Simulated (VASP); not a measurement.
Here is a VASP 6.6.1 calculation.

File INCAR:

```
SYSTEM = FeO
  ALGO = Normal
  EDIFF = 1E-6
  ENCUT = 520
  GGA = PS
  ISIF = 2
  ISMEAR = -1
  ISPIN = 2
  LASPH = .True.
  LCHARG = .True.
  LELF = .True.
  LMAXMIX = 4
  LORBIT = 11
  LREAL = .False.
  LVHAR = .True.
  LWAVE = .False.
  MAGMOM = 3 0
  NBANDS = 18
  NELM = 150
  PREC = Accurate
  SIGMA = 0.05
```

KPOINTS

```
k-points
0
Gamma
  11 11 11
  0 0 0
```

POSCAR

```
FeO
1.0
    1.5188209023      0.8768916568      2.4187941932
   -1.5188209023      0.8768916568      2.4187941932
    0.0000000000     -1.7537833136      2.4187941932
Fe O
1 1
Direct
    0.0000000000      0.0000000000      0.0000000000
    0.5000000000      0.5000000000      0.5000000000
```

Potentials or basis: VASP PAW PBE potentials, release 64 (Fe, O).

Launch:

```sh
$ cat potpaw_PBE.64/Fe/POTCAR potpaw_PBE.64/O/POTCAR > POTCAR
$ mpirun -np 1 vasp_std > vasp.out
```

(1) Estimate the band gap on the k mesh.

(2) What does it give for the net moment?

(3) Predict the pressure.

## Answers

(1) zero (filled and empty bands overlap).

(2) 4.00 μB per cell.

(3) -1.7 GPa.

Caveat: the PAW data sets were made with another functional, which shifts forces and pressure a little; a cell with one magnetic atom can't hold antiferromagnetic order, which such compounds often take; semilocal functionals often make such compounds metallic where correlation or magnetic order opens a gap, which also shifts bond lengths.
